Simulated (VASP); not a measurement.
# BN (P1) in VASP: a series of runs

BN is run at these levels: PBEsol; tasks: single point.

All numbers are computed with VASP 6.6.1; they aren't measurements. Logs are shortened: lines on timing, memory, paths and dates and some standing lists are left out, and cuts for length are marked.

### Step 1. The cell of the first run

The typed cell holds 2 atoms: a = 4.112 Å, b = 2.502 Å, c = 3.713 Å, α = 80.29°, β = 36.85°, γ = 62.86°.

### Step 2. Single point, PBEsol (atom 1 (B) moved by (-0.100, -0.100) A along [1 1 0] and z)

File INCAR:

```
  PREC = Accurate
  ENCUT = 520
  EDIFF = 1E-7
  ISMEAR = 0
  SIGMA = 0.05
  LREAL = False
  LASPH = True
  NELM = 100
  ALGO = Normal
  ISIF = 2
  LWAVE = False
  LCHARG = False
  GGA = PS
  NBANDS = 11
```

File KPOINTS:

```
regular mesh
0
Gamma
  12 12 12
```

File POSCAR:

```
BN
1.0
    0.0000000000      3.4953158300      2.1660912400
    1.2516321000      0.0000000000      2.1660912400
    1.2516321000      3.4953158300      0.0000000000
B N
1 1
Direct
   -0.0049020771     -0.0411667299      0.9846719515
    0.6666513400      0.6666513400      0.3333486600
```

Potentials or basis: VASP PAW PBE potentials, release 64 (B, N).

Command:

```console
$ cat potpaw_PBE.64/B/POTCAR potpaw_PBE.64/N/POTCAR > POTCAR
$ mpirun -np 1 vasp_std > vasp.out
```

OUTCAR:

```text
PREC = Accurate
   ENCUT = 520
   EDIFF = 1E-7
   ISMEAR = 0
   LREAL = False
   LASPH = True
   NELM = 100
   ISIF = 2
   GGA = PS

 ion  position               nearest neighbor table
   1  0.995  0.959  0.985-   2 1.35   2 1.44   2 1.56
   2  0.667  0.667  0.333-   1 1.35   1 1.44   1 1.56

  LATTYP: Found a face centered orthorhombic cell.
 ALAT       =     2.5032642000
 B/A-ratio  =     1.7306133647
 C/A-ratio  =     2.7926064137

  Lattice vectors:

 A1 = (   0.0000000000,   3.4953158300,   2.1660912400)
 A2 = (  -1.2516321000,   3.4953158300,   0.0000000000)
 A3 = (  -1.2516321000,   0.0000000000,   2.1660912400)

Analysis of symmetry for initial positions (statically):
=====================================================================
 Subroutine PRICEL returns:
 Original cell was already a primitive cell.

 Routine SETGRP: Setting up the symmetry group for a
 face centered orthorhombic supercell.

 Subroutine GETGRP returns: Found  1 space group operations
 (whereof  1 operations were pure point group operations)
 out of a pool of  8 trial point group operations.

The static configuration has the point symmetry C_1 .

Analysis of symmetry for dynamics (positions and initial velocities):
=====================================================================
 Subroutine PRICEL returns:
 Original cell was already a primitive cell.

 Routine SETGRP: Setting up the symmetry group for a
 face centered orthorhombic supercell.

 Subroutine GETGRP returns: Found  1 space group operations
 (whereof  1 operations were pure point group operations)
 out of a pool of  8 trial point group operations.

The dynamic configuration has the point symmetry C_1 .

 Subroutine INISYM returns: Found  1 space group operations
 (whereof  1 operations are pure point group operations),
 and found     1 'primitive' translations

----------------------------------------------------------------------------------------

                                     Primitive cell

  volume of cell :      18.9526

  direct lattice vectors                    reciprocal lattice vectors
     0.000000000  3.495315830  2.166091240    -0.399478409  0.143048590  0.230830535
     1.251632100  0.000000000  2.166091240     0.399478409 -0.143048590  0.230830535
     1.251632100  3.495315830  0.000000000     0.399478409  0.143048590 -0.230830535

  length of vectors
     4.112077822  2.501706252  3.712656147     0.483041027  0.483041027  0.483041027

  position of ions in fractional coordinates (direct lattice)
     0.995097923  0.958833270  0.984671951
     0.666651340  0.666651340  0.333348660

  ion indices of the primitive-cell ions
   primitive index   ion index
                 1           1
                 2           2

----------------------------------------------------------------------------------------

 KPOINTS: regular mesh

Automatic generation of k-mesh.
 Grid dimensions read from file:
 generate k-points for:   12   12   12

 Generating k-lattice:

  Cartesian coordinates                     Fractional coordinates (reciprocal lattice)
    -0.033289867  0.011920716  0.019235878     0.083333333  0.000000000  0.000000000
     0.033289867 -0.011920716  0.019235878     0.000000000  0.083333333  0.000000000
     0.033289867  0.011920716 -0.019235878     0.000000000  0.000000000  0.083333333

  Length of vectors
     0.040253419  0.040253419  0.040253419

  Shift w.r.t. Gamma in fractional coordinates (k-lattice)
     0.000000000  0.000000000  0.000000000

 Subroutine IBZKPT returns following result:
 ===========================================

 Found    868 irreducible k-points:

 Following reciprocal coordinates:
            Coordinates               Weight
  0.000000  0.000000  0.000000      1.000000
  0.083333  0.000000 -0.000000      2.000000
 -0.083333 -0.083333 -0.083333      2.000000
  0.000000  0.083333  0.000000      2.000000
 -0.000000 -0.000000  0.083333      2.000000
  0.166667  0.000000 -0.000000      2.000000
[... 16 lines left out ...]
  0.500000  0.500000  0.500000      1.000000
  0.000000  0.500000  0.000000      1.000000
 [... further k-points ...]
   k-points           NKPTS =    868   k-points in BZ     NKDIM =    868   number of bands    NBANDS=     11
   number of dos      NEDOS =    301   number of ions     NIONS =      2
   total plane-waves  NPLWV =  17920
   dimension x,y,z NGX =    32 NGY =   20 NGZ =   28
   dimension x,y,z NGXF=    64 NGYF=   40 NGZF=   56
   ions per type =               1   1
   NGX,Y,Z   is equivalent  to a cutoff of  12.94, 13.29, 12.54 a.u.
   NGXF,Y,Z  is equivalent  to a cutoff of  25.87, 26.58, 25.08 a.u.
 SYSTEM =  unknown system
   PREC   = accura    normal or accurate (medium, high low for compatibility)
   ISTART =      0    job   : 0-new  1-cont  2-samecut
   ICHARG =      2    charge: 1-file 2-atom 10-const
   ISPIN  =      1    spin polarized calculation?
   LNONCOLLINEAR =      F non collinear calculations
   LSORBIT =      F    spin-orbit coupling
   LASPH  =      T    aspherical Exc in radial PAW
   ENCUT  =  520.0 eV  38.22 Ry    6.18 a.u.   7.65  4.65  6.90*2*pi/ulx,y,z
   NELM   =    100;   NELMIN=  2; NELMDL= -5     # of ELM steps
   EDIFF  = 0.1E-06   stopping-criterion for ELM
   LREAL  =      F    real-space projection
   EDIFFG = 0.1E-05   stopping-criterion for IOM
   NSW    =      0    number of steps for IOM
   IBRION =     -1    ionic relax: 0-MD 1-quasi-New 2-CG
   NFREE  =      0    steps in history (QN), initial steepest desc. (CG)
   ISIF   =      2    stress and relaxation
   ISYM   =      2    0-nonsym 1-usesym 2-fastsym
   POTIM  = 0.5000    time-step for ionic-motion
   TEBEG  =    0.0;   TEEND  =   0.0 temperature during run
   PSTRESS=    0.0 pullay stress
   NELECT =       8.0000    total number of electrons
   NUPDOWN=      -1.0000    fix difference up-down
   EMIN   =  10.00;   EMAX   =-10.00  energy-range for DOS
   EFERMI =   0.00;   METHOD = LEGACY
   ISMEAR =     0;   SIGMA  =   0.05  broadening in eV -4-tet -1-fermi 0-gaus
   EFERMI_NEDOS =   21; number of points for ismear=-14 and -15
   IALGO  =     38    algorithm
   IMIX   =      4    mixing-type and parameters
     AMIX     =   0.40;   BMIX     =  1.00
     AMIX_MAG =   1.60;   BMIX_MAG =  1.00
  volume/ion in A,a.u.               =       9.48        63.95
  Fermi-wavevector in a.u.,A,eV,Ry     =   1.228047  2.320672 20.518928  1.508099
  Thomas-Fermi vector in A             =   2.362987
   LORBIT       =      0    0 simple, 1 ext, 2 COOP (PROOUT), +10 PAW based schemes
   GGA     = PS    functional components
   LHFCALC =     F    Hartree Fock is set to
   AEXX    =    0.0000 exact exchange contribution
   IVDW    =     0    specifies the selected vdW correction
   LEPSILON=     F    determine dielectric tensor
   LRPA    =     F    only Hartree local field effects (RPA)
 non-spin polarized calculation
 Gauss-broadening in eV      SIGMA  =   0.05
  energy-cutoff  :      520.00
  volume of cell :       18.95
 maximum number of plane-waves:       529
   NGX = 15   NGY =  9   NGZ = 13

 number of electron       8.0000000 magnetization

 Free energy of the ion-electron system (eV)
  ---------------------------------------------------
  ext. energy  EPLUGINS =         0.00000000
  ---------------------------------------------------
  free energy    TOTEN  =       -17.94839146 eV

  energy without entropy =      -17.94839146  energy(sigma->0) =      -17.94839146

 E-fermi :   2.2213     XC(G=0):  -9.9618

 val. band max:        1.9277285682   @ k =   0.0000   0.0000   0.0000
 cond. band min:       4.9616527052   @ k =   0.0000   0.5000   0.5000
 fundamental gap:      3.0339241370
 Fermi energy:         2.2212865401

 k-point     1 :       0.0000    0.0000    0.0000
  band No.  band energies     occupation
      1     -15.9371      2.00000
      2      -2.6432      2.00000
      3      -0.8548      2.00000
      4       1.9277      2.00000
      5       6.4783      0.00000
      6      11.6428      0.00000
      7      14.9513      0.00000
      8      15.1951      0.00000
      9      16.5033      0.00000
     10      27.1627      0.00000
     11      28.0218      0.00000

 k-point     2 :       0.0833    0.0000   -0.0000
  band No.  band energies     occupation
      1     -15.7999      2.00000
      2      -2.5104      2.00000
      3      -1.2214      2.00000
      4       1.4910      2.00000
      5       6.7843      0.00000
      6      11.7811      0.00000
      7      14.4616      0.00000
      8      15.4904      0.00000
      9      17.0006      0.00000
     10      26.5691      0.00000
     11      27.6031      0.00000

 k-point     3 :      -0.0833   -0.0833   -0.0833
  band No.  band energies     occupation
      1     -15.7942      2.00000
      2      -2.5179      2.00000
      3      -1.0615      2.00000
      4       1.2166      2.00000
      5       6.8066      0.00000
      6      11.8485      0.00000
      7      14.5627      0.00000
      8      15.7035      0.00000
      9      16.8015      0.00000
     10      26.2821      0.00000
     11      27.6000      0.00000

 k-point     4 :       0.0000    0.0833    0.0000
  band No.  band energies     occupation
      1     -15.7942      2.00000
      2      -2.5175      2.00000
      3      -1.0620      2.00000
      4       1.2152      2.00000
      5       6.8113      0.00000
      6      11.8510      0.00000
      7      14.5692      0.00000
      8      15.6917      0.00000
      9      16.7923      0.00000
     10      26.3099      0.00000
     11      27.5919      0.00000

 k-point     5 :      -0.0000   -0.0000    0.0833
  band No.  band energies     occupation
      1     -15.7999      2.00000
      2      -2.5094      2.00000
      3      -1.2234      2.00000
      4       1.4917      2.00000
      5       6.7857      0.00000
      6      11.7775      0.00000
      7      14.4865      0.00000
      8      15.4684      0.00000
      9      16.9998      0.00000
     10      26.5726      0.00000
     11      27.5957      0.00000
[... 211 lines left out ...]
 k-point    21 :      -0.0000   -0.0000    0.4167
  band No.  band energies     occupation
      1     -13.1715      2.00000
      2      -6.5846      2.00000
      3      -1.8284      2.00000
      4       0.3578      2.00000
      5       7.1770      0.00000
      6      10.9196      0.00000
      7      13.7992      0.00000
      8      18.2301      0.00000
      9      21.2896      0.00000
     10      23.2134      0.00000
     11      25.2302      0.00000

 k-point    22 :       0.5000    0.0000    0.0000
  band No.  band energies     occupation
      1     -12.8039      2.00000
      2      -7.1479      2.00000
      3      -1.9958      2.00000
      4       0.8852      2.00000
      5       6.2408      0.00000
      6      11.1069      0.00000
      7      15.0088      0.00000
      8      17.4716      0.00000
      9      21.5753      0.00000
     10      23.3541      0.00000
     11      25.2601      0.00000

 k-point    23 :       0.5000    0.5000    0.5000
  band No.  band energies     occupation
      1     -12.6069      2.00000
      2      -6.8608      2.00000
      3      -2.9678      2.00000
      4       0.4562      2.00000
      5       7.1017      0.00000
      6      11.4753      0.00000
      7      15.0623      0.00000
      8      17.6322      0.00000
      9      20.8350      0.00000
     10      23.8989      0.00000
     11      24.1364      0.00000

 k-point    24 :       0.0000    0.5000    0.0000
  band No.  band energies     occupation
      1     -12.6078      2.00000
      2      -6.8557      2.00000
      3      -2.9668      2.00000
      4       0.3917      2.00000
      5       7.4112      0.00000
      6      11.3648      0.00000
      7      14.8342      0.00000
      8      17.2614      0.00000
      9      20.5249      0.00000
     10      24.2428      0.00000
     11      25.2905      0.00000

 [... further k-points ...]
[... 5 lines left out ...]
  --------------------------------------------------------------------------------------
  -------------------------------------------------------------------------------------
  Total       -0.4301528     -0.0519553      2.5243006     -0.1430695     -0.3107911     -0.7502531
  in kB      -36.3633173     -4.3920845    213.3938025    -12.0945001    -26.2729759    -63.4232549
  external PRESSURE =      57.5461336 kB  Pullay stress =       0.0000000 kB

 VOLUME and BASIS-vectors are now :
 -----------------------------------------------------------------------------
  energy-cutoff  :      520.00
  volume of cell :       18.95
      direct lattice vectors                 reciprocal lattice vectors
     0.000000000  3.495315830  2.166091240    -0.399478409  0.143048590  0.230830535
     1.251632100  0.000000000  2.166091240     0.399478409 -0.143048590  0.230830535
     1.251632100  3.495315830  0.000000000     0.399478409  0.143048590 -0.230830535

 POSITION                                       TOTAL-FORCE (eV/Angst)
 -----------------------------------------------------------------------------------
      2.43255      6.91992      4.23239         2.022119      0.820236      4.535028
      1.25163      3.49532      2.88806        -2.022119     -0.820236     -4.535028
 -----------------------------------------------------------------------------------
    total drift:                               -0.000018     -0.000098     -0.000037

  FREE ENERGIE OF THE ION-ELECTRON SYSTEM (eV)
  ---------------------------------------------------
  free  energy   TOTEN  =       -17.9483914575 eV

  energy  without entropy=      -17.9483914575  energy(sigma->0) =      -17.94839146
```

It took 2.5 min on 1 thread of Intel Xeon 6975P-C (Granite Rapids), shared host; peak memory 0.28 GiB.

What came out:

```yaml
Free_energy: -17.9484 eV
Pressure: 5.8 GPa
Largest_force: 5.033 eV/Å
Band_gap_on_the_k_mesh: 3.03 eV, indirect (least direct gap 4.20 eV)
```

Forces in eV/Å, atoms in the order of the input:
```
B    2.022  0.820  4.535
N   -2.022 -0.820 -4.535
```

Stress tensor (GPa, compression positive):
```
-3.64 -1.21 -6.34
-1.21 -0.44 -2.63
-6.34 -2.63 21.34
```

Caveat: the cell differs from its parent crystal (atom 1 (B) moved by (-0.100, -0.100) A along [1 1 0] and z); the PAW data sets were made with another functional, which shifts forces and pressure a little. A k mesh can miss the band edges.

### Step 3. Single point, PBEsol (atom 1 (B) moved by (-0.100, +0.100) A along [1 1 0] and z)

File INCAR:

```
SYSTEM = BN
  PREC = Accurate
  ENCUT = 520
  EDIFF = 1E-6
  ISMEAR = 0
  SIGMA = 0.05
  LREAL = .FALSE.
  LASPH = .TRUE.
  NELM = 100
  ALGO = Normal
  ISIF = 2
  LWAVE = .FALSE.
  LCHARG = .FALSE.
  GGA = PS
  NBANDS = 11
```

File KPOINTS:

```
regular mesh
0
G
  12 12 12
  0 0 0
```

POSCAR: that of step 2 with these lines changed.

```diff
@@ -8,3 +8,3 @@
 Direct
-   -0.0049020771     -0.0411667299      0.9846719515
+    0.0412640299      0.0049993771      0.9385058445
     0.6666513400      0.6666513400      0.3333486600
```

Potentials or basis: VASP PAW PBE potentials, release 64 (B, N).

Command:

```console
$ cat potpaw_PBE.64/B/POTCAR potpaw_PBE.64/N/POTCAR > POTCAR
$ mpirun -np 1 vasp_std > vasp.out
```

Wall time 2.4 min (1 thread of Intel Xeon 6975P-C (Granite Rapids), shared host); peak memory 0.28 GiB.

It converged, with:

| Property | Result |
| --- | --- |
| Free energy | -17.9285 eV |
| Pressure | 6.1 GPa |
| Largest force | 5.550 eV/Å |
| Band gap on the k mesh | 3.73 eV, indirect (least direct gap 4.42 eV) |

Forces in eV/Å, atoms in the order of the input:
```
B    3.909  0.810 -3.855
N   -3.909 -0.810  3.855
```

Stress tensor (GPa, compression positive):
```
 20.63  -2.33 -10.40
 -2.33  -0.60   2.39
-10.40   2.39  -1.74
```

Levels at points of the mesh, in eV from the valence-band top:
| k point | band 1 | band 2 | band 3 | band 4 | band 5 | band 6 | band 7 | band 8 | band 9 |
| --- | --- | --- | --- | --- | --- | --- | --- | --- | --- |
| (0.00, 0.00, 0.00) | -17.85 | -4.56 | -2.74 | -0.01 | 4.57 | 9.69 | 12.97 | 13.17 | 14.84 |
| (0.50, 0.00, 0.00) | -14.85 | -9.16 | -3.58 | -0.69 | 3.73 | 9.85 | 13.01 | 15.48 | 20.04 |
| (0.50, 0.50, 0.50) | -14.69 | -9.02 | -4.04 | -1.11 | 4.48 | 9.14 | 13.13 | 15.63 | 19.40 |
| (0.00, 0.50, 0.00) | -14.69 | -9.01 | -4.04 | -1.18 | 4.72 | 9.09 | 12.99 | 15.31 | 19.22 |
| (0.00, 0.00, 0.50) | -14.85 | -9.16 | -3.58 | -0.74 | 3.85 | 9.77 | 13.10 | 15.21 | 20.01 |
| (0.50, 0.50, 0.00) | -14.59 | -8.89 | -4.76 | -0.96 | 6.51 | 8.98 | 12.21 | 13.49 | 18.44 |
| (0.50, 0.00, 0.50) | -17.65 | -6.24 | -2.76 | 0.00 | 9.30 | 9.70 | 11.65 | 13.68 | 15.50 |
| (0.00, 0.50, 0.50) | -14.48 | -8.70 | -4.79 | -1.91 | 4.45 | 9.49 | 14.04 | 17.91 | 19.04 |

Caveat: the cell differs from its parent crystal (atom 1 (B) moved by (-0.100, +0.100) A along [1 1 0] and z); the PAW data sets were made with another functional, which shifts forces and pressure a little.
